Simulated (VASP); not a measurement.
# As (P6_3/mmc) in VASP: notebook, part 2 of 2

VASP 6.6.1. Earlier steps stand in the parts before.

### 3 Relaxation of cell and atoms, PBE

This run uses another cell than the first one, of 21.30 Å³/atom, 0.882 times its volume.

INCAR

```
  ALGO = Normal
  EDIFF = 1E-7
  EDIFFG = -0.04
  ENCUT = 500
  GGA = PE
  GGA_COMPAT = False
  IBRION = 2
  ISIF = 3
  ISMEAR = 0
  LASPH = True
  LCHARG = False
  LREAL = False
  LWAVE = False
  NELM = 120
  NELMIN = 4
  NSW = 90
  PREC = Accurate
  SIGMA = 0.1
```

KPOINTS

```
k-points
0
Gamma
  6 6 2
```

POSCAR

```
As
1.0
    3.3058903840      0.0000000000      0.0000000000
   -1.6529451920      2.8629850546      0.0000000000
    0.0000000000      0.0000000000      9.0038477937
As
4
Direct
    0.0000000000      0.0000000000      0.2500000000
    0.0000000000      0.0000000000      0.7500000000
    0.3333333333      0.6666666667      0.7500000000
    0.6666666667      0.3333333333      0.2500000000
```

Potentials or basis: VASP PAW PBE potentials, release 64 (As).

Launch:

```console
$ cat potpaw_PBE.64/As/POTCAR > POTCAR
$ mpirun -np 1 vasp_std > vasp.out
```

OUTCAR:

```text
EDIFF = 1E-7
   EDIFFG = -0.04
   ENCUT = 500
   GGA = PE
   IBRION = 2
   ISIF = 3
   ISMEAR = 0
   LASPH = True
   LREAL = False
   NELM = 120
   NELMIN = 4
   NSW = 90
   PREC = Accurate

 ion  position               nearest neighbor table
   1  0.000  0.000  0.250-   4 1.91   4 1.91   4 1.91
   2  0.000  0.000  0.750-   3 1.91   3 1.91   3 1.91
   3  0.333  0.667  0.750-   2 1.91   2 1.91   2 1.91
   4  0.667  0.333  0.250-   1 1.91   1 1.91   1 1.91

  LATTYP: Found a hexagonal cell.
 ALAT       =     3.3058903840
 C/A-ratio  =     2.7235772357

  Lattice vectors:

 A1 = (   3.3058903840,   0.0000000000,   0.0000000000)
 A2 = (  -1.6529451920,   2.8629850546,   0.0000000000)
 A3 = (   0.0000000000,   0.0000000000,   9.0038477937)

Analysis of symmetry for initial positions (statically):
=====================================================================
 Subroutine PRICEL returns:
 Original cell was already a primitive cell.

 Routine SETGRP: Setting up the symmetry group for a
 hexagonal supercell.

 Subroutine GETGRP returns: Found 24 space group operations
 (whereof 12 operations were pure point group operations)
 out of a pool of 24 trial point group operations.

The static configuration has the point symmetry D_3d.
 The point group associated with its full space group is D_6h.

Analysis of symmetry for dynamics (positions and initial velocities):
=====================================================================
 Subroutine PRICEL returns:
 Original cell was already a primitive cell.

 Routine SETGRP: Setting up the symmetry group for a
 hexagonal supercell.

 Subroutine GETGRP returns: Found 24 space group operations
 (whereof 12 operations were pure point group operations)
 out of a pool of 24 trial point group operations.

The dynamic configuration has the point symmetry D_3d.
 The point group associated with its full space group is D_6h.

 Subroutine INISYM returns: Found 24 space group operations
 (whereof 12 operations are pure point group operations),
 and found     1 'primitive' translations

----------------------------------------------------------------------------------------

                                     Primitive cell

  volume of cell :      85.2189

  direct lattice vectors                    reciprocal lattice vectors
     3.305890384  0.000000000  0.000000000     0.302490368  0.174642896  0.000000000
    -1.652945192  2.862985055  0.000000000     0.000000000  0.349285791  0.000000000
     0.000000000  0.000000000  9.003847794     0.000000000  0.000000000  0.111063628

  length of vectors
     3.305890384  3.305890384  9.003847794     0.349285791  0.349285791  0.111063628

  position of ions in fractional coordinates (direct lattice)
     0.000000000  0.000000000  0.250000000
     0.000000000  0.000000000  0.750000000
     0.333333333  0.666666667  0.750000000
     0.666666667  0.333333333  0.250000000

  ion indices of the primitive-cell ions
   primitive index   ion index
                 1           1
                 2           2
                 3           3
                 4           4

----------------------------------------------------------------------------------------

 KPOINTS: k-points

Automatic generation of k-mesh.
 Grid dimensions read from file:
 generate k-points for:    6    6    2

 Generating k-lattice:

  Cartesian coordinates                     Fractional coordinates (reciprocal lattice)
     0.050415061  0.029107149  0.000000000     0.166666667  0.000000000  0.000000000
     0.000000000  0.058214299  0.000000000     0.000000000  0.166666667  0.000000000
     0.000000000  0.000000000  0.055531814     0.000000000  0.000000000  0.500000000

  Length of vectors
     0.058214299  0.058214299  0.055531814

  Shift w.r.t. Gamma in fractional coordinates (k-lattice)
     0.000000000  0.000000000  0.000000000

 Subroutine IBZKPT returns following result:
 ===========================================

 Found     14 irreducible k-points:

 Following reciprocal coordinates:
            Coordinates               Weight
  0.000000  0.000000  0.000000      1.000000
  0.166667 -0.000000  0.000000      6.000000
  0.333333  0.000000  0.000000      6.000000
  0.500000  0.000000  0.000000      3.000000
  0.166667  0.166667  0.000000      6.000000
  0.333333  0.166667  0.000000     12.000000
  0.333333  0.333333  0.000000      2.000000
  0.000000  0.000000  0.500000      1.000000
  0.166667 -0.000000  0.500000      6.000000
  0.333333  0.000000  0.500000      6.000000
  0.500000  0.000000  0.500000      3.000000
  0.166667  0.166667  0.500000      6.000000
  0.333333  0.166667  0.500000     12.000000
  0.333333  0.333333  0.500000      2.000000
   k-points           NKPTS =     14   k-points in BZ     NKDIM =     14   number of bands    NBANDS=     14
   number of dos      NEDOS =    301   number of ions     NIONS =      4
   total plane-waves  NPLWV =  40320
   dimension x,y,z NGX =    24 NGY =   24 NGZ =   70
   dimension x,y,z NGXF=    48 NGYF=   48 NGZF=  140
   ions per type =               4
   NGX,Y,Z   is equivalent  to a cutoff of  12.07, 12.07, 12.92 a.u.
   NGXF,Y,Z  is equivalent  to a cutoff of  24.14, 24.14, 25.85 a.u.
 SYSTEM =  unknown system
   PREC   = accura    normal or accurate (medium, high low for compatibility)
   ISTART =      0    job   : 0-new  1-cont  2-samecut
   ICHARG =      2    charge: 1-file 2-atom 10-const
   ISPIN  =      1    spin polarized calculation?
   LNONCOLLINEAR =      F non collinear calculations
   LSORBIT =      F    spin-orbit coupling
   LASPH  =      T    aspherical Exc in radial PAW
   ENCUT  =  500.0 eV  36.75 Ry    6.06 a.u.   6.03  6.03 16.42*2*pi/ulx,y,z
   NELM   =    120;   NELMIN=  4; NELMDL= -5     # of ELM steps
   EDIFF  = 0.1E-06   stopping-criterion for ELM
   LREAL  =      F    real-space projection
   EDIFFG = -.4E-01   stopping-criterion for IOM
   NSW    =     90    number of steps for IOM
   IBRION =      2    ionic relax: 0-MD 1-quasi-New 2-CG
   NFREE  =      1    steps in history (QN), initial steepest desc. (CG)
   ISIF   =      3    stress and relaxation
   ISYM   =      2    0-nonsym 1-usesym 2-fastsym
   POTIM  = 0.5000    time-step for ionic-motion
   TEBEG  =    0.0;   TEEND  =   0.0 temperature during run
   PSTRESS=    0.0 pullay stress
   NELECT =      20.0000    total number of electrons
   NUPDOWN=      -1.0000    fix difference up-down
   EMIN   =  10.00;   EMAX   =-10.00  energy-range for DOS
   EFERMI =   0.00;   METHOD = LEGACY
   ISMEAR =     0;   SIGMA  =   0.10  broadening in eV -4-tet -1-fermi 0-gaus
   EFERMI_NEDOS =   21; number of points for ismear=-14 and -15
   IALGO  =     38    algorithm
   IMIX   =      4    mixing-type and parameters
     AMIX     =   0.40;   BMIX     =  1.00
     AMIX_MAG =   1.60;   BMIX_MAG =  1.00
  volume/ion in A,a.u.               =      21.30       143.77
  Fermi-wavevector in a.u.,A,eV,Ry     =   1.009810  1.908264 13.874078  1.019716
  Thomas-Fermi vector in A             =   2.142761
   LORBIT       =      0    0 simple, 1 ext, 2 COOP (PROOUT), +10 PAW based schemes
   GGA     = PE    functional components
   LHFCALC =     F    Hartree Fock is set to
   AEXX    =    0.0000 exact exchange contribution
   IVDW    =     0    specifies the selected vdW correction
   LEPSILON=     F    determine dielectric tensor
   LRPA    =     F    only Hartree local field effects (RPA)
 conjugate gradient relaxation of ions
 non-spin polarized calculation
 Gauss-broadening in eV      SIGMA  =   0.10
  energy-cutoff  :      500.00
  volume of cell :       85.22
 maximum number of plane-waves:      2202
   NGX = 13   NGY = 13   NGZ = 33

--------------------------------------- Ionic step        1  -------------------------------------------

 number of electron      20.0000003 magnetization

 Free energy of the ion-electron system (eV)
  ---------------------------------------------------
  ext. energy  EPLUGINS =         0.00000000
  ---------------------------------------------------
  free energy    TOTEN  =         1.30234618 eV

  energy without entropy =        1.31462062  energy(sigma->0) =        1.30848340

 E-fermi :   6.4886     XC(G=0):  -9.0698

 val. band max:        6.4669740993   @ k =   0.0000   0.0000   0.0000
 cond. band min:       6.5000085113   @ k =   0.0000   0.0000   0.5000
 fundamental gap:      0.0330344120
 Fermi energy:         6.4885703569
[... 824 lines left out ...]
      1      -6.7923      2.00000
      2      -6.7923      2.00000
      3      -4.3849      2.00000
      4      -4.3849      2.00000
      5       0.1188      2.00000
      6       0.1188      2.00000
      7       6.6777      1.99989
      8       6.6777      1.99989
      9       6.8182      1.93874
     10       6.8182      1.93874
     11       6.9869      0.60711
     12       6.9869      0.60711
     13      10.0910      0.00000
     14      10.0910      0.00000

[... ionic steps 4 to 18 ...]

--------------------------------------- Ionic step       19  -------------------------------------------

 number of electron      19.9999984 magnetization

------------------------ aborting loop because EDIFF is reached ----------------------------------------
[... 71 lines left out ...]
--------------------------------------- Ionic step       21  -------------------------------------------

 number of electron      19.9999981 magnetization

 Free energy of the ion-electron system (eV)
  ---------------------------------------------------
  ext. energy  EPLUGINS =         0.00000000
  ---------------------------------------------------
  free energy    TOTEN  =       -16.98000563 eV

  energy without entropy =      -16.97134463  energy(sigma->0) =      -16.97567513

 E-fermi :   3.7183     XC(G=0):  -9.2953

 val. band max:        3.6742004209   @ k =   0.3333   0.1667   0.0000
 cond. band min:       3.8533825070   @ k =   0.1667   0.1667   0.0000
 fundamental gap:      0.1791820861
 Fermi energy:         3.7183140159
[... 267 lines left out ...]
  FREE ENERGIE OF THE ION-ELECTRON SYSTEM (eV)
  ---------------------------------------------------
  free  energy   TOTEN  =       -16.9800056259 eV

  energy  without entropy=      -16.9713446335  energy(sigma->0) =      -16.97567513

 reached required accuracy - stopping structural energy minimisation
```

OSZICAR:

```text
N       E                     dE             d eps       ncg     rms          rms(c)
DAV:   1     0.126453637627E+03    0.12645E+03   -0.84298E+03   392   0.117E+03
DAV:   2     0.712711477792E+01   -0.11933E+03   -0.11494E+03   548   0.207E+02
DAV:   3     0.446485624613E+00   -0.66806E+01   -0.65874E+01   506   0.521E+01
[... 259 lines left out ...]
DAV:   4    -0.169799772910E+02    0.48520E-03   -0.19247E-03   416   0.258E-01    0.540E-02
DAV:   5    -0.169799943103E+02   -0.17019E-04   -0.10964E-04   452   0.678E-02    0.398E-02
DAV:   6    -0.169800059468E+02   -0.11637E-04   -0.29412E-05   416   0.351E-02    0.863E-03
DAV:   7    -0.169800056537E+02    0.29317E-06   -0.16868E-06   410   0.756E-03    0.174E-03
DAV:   8    -0.169800056259E+02    0.27764E-07   -0.52945E-07   398   0.428E-03
  21 F= -.16980006E+02 E0= -.16975675E+02  d E =-.380585E-02
```

CONTCAR:

```text
As
   1.00000000000000
     4.4294995141531821   -0.0000000000000000   -0.0000000000000000
    -2.2147497570765911    3.8360591051333217   -0.0000000000000000
     0.0000000000000000   -0.0000000000000000    5.8744580972615656
  As
     4
Direct
     0.0000000000000000    0.0000000000000000    0.2500000000000000
     0.0000000000000000    0.0000000000000000    0.7500000000000000
     0.3333333332999970    0.6666666667000030    0.7500000000000000
     0.6666666667000030    0.3333333332999970    0.2500000000000000

  0.00000000E+00  0.00000000E+00  0.00000000E+00
  0.00000000E+00  0.00000000E+00  0.00000000E+00
  0.00000000E+00  0.00000000E+00  0.00000000E+00
  0.00000000E+00  0.00000000E+00  0.00000000E+00
```

It took 8.2 min on 1 thread of Intel Xeon 8259CL, shared host; peak memory 0.2 GiB.

What came out:

```
Free energy                            : -16.9800 eV
Relaxed volume                         : 24.95 Å³/atom
Relaxed cell                           : a = 4.429 Å, b = 4.429 Å, c = 5.874 Å, α = 90.00°, β = 90.00°, γ = 120.00°
Space group after relaxing (to 0.05 Å) : P6_3/mmc (No. 194)
Energy gained by relaxing              : 4570.6 meV/atom
Ionic steps                            : 21
Pressure after relaxing                : 0.1 GPa
Band gap on the k mesh                 : zero (band 10 reaches 4.47 eV, above the bottom of band 11 at 3.67 eV)
```

Step by step:
| step | energy change (eV) | largest force (eV/Å) | pressure (GPa) | volume (Å³) |
| --- | --- | --- | --- | --- |
| 1 | 0.0000 | 0.0000 | 104.56 | 85.22 |
| 2 | -7.6970 | 0.0000 | -4.56 | 342.01 |
| 3 | -9.6521 | 0.0000 | -5.59 | 297.07 |
| 4 | -11.7724 | 0.0000 | -6.65 | 257.91 |
| 5 | -17.4827 | 0.0000 | -2.34 | 160.00 |
| 6 | -17.3871 | 0.0000 | 3.38 | 140.62 |
| 7 | -17.5683 | 0.0000 | -0.27 | 152.06 |
| 8 | -17.5665 | 0.0000 | 0.16 | 150.53 |
| 9 | -17.5695 | 0.0000 | 0.14 | 149.72 |
| 10 | -17.5803 | 0.0000 | 0.08 | 147.26 |
| 11 | -17.6105 | 0.0000 | -0.07 | 142.35 |
| 12 | -17.7006 | 0.0000 | -0.44 | 132.52 |
| 13 | -17.9997 | 0.0000 | -0.89 | 112.81 |
| 14 | -15.4125 | 0.0000 | 26.63 | 73.19 |
| 15 | -18.0541 | 0.0000 | -0.80 | 109.53 |
| 16 | -18.1006 | 0.0000 | 3.05 | 91.39 |
| 17 | -18.2033 | 0.0000 | -0.41 | 104.10 |
| 18 | -18.2750 | 0.0000 | 1.07 | 97.74 |
| 19 | -18.2785 | 0.0000 | 0.71 | 99.02 |
| 20 | -18.2298 | 0.0000 | -2.20 | 102.82 |
| 21 | -18.2824 | 0.0000 | 0.05 | 99.82 |

Final structure:
```yaml
crystal:
  lattice:
    - [4.42950, 0.00000, 0.00000]
    - [-2.21475, 3.83606, 0.00000]
    - [0.00000, 0.00000, 5.87446]
  atoms:
    - { symbol: As, position: [0.00000, 0.00000, 0.25000] }
    - { symbol: As, position: [0.00000, 0.00000, 0.75000] }
    - { symbol: As, position: [0.33333, 0.66667, 0.75000] }
    - { symbol: As, position: [0.66667, 0.33333, 0.25000] }
```

Caveat: the k points lie up to 0.53 Å⁻¹ apart in the final cell; the volume moved by over 15 % at a fixed basis, so the end points are rough; this functional lacks dispersion, which binds the layers, so the pressure and a relaxed spacing across them are unreliable.
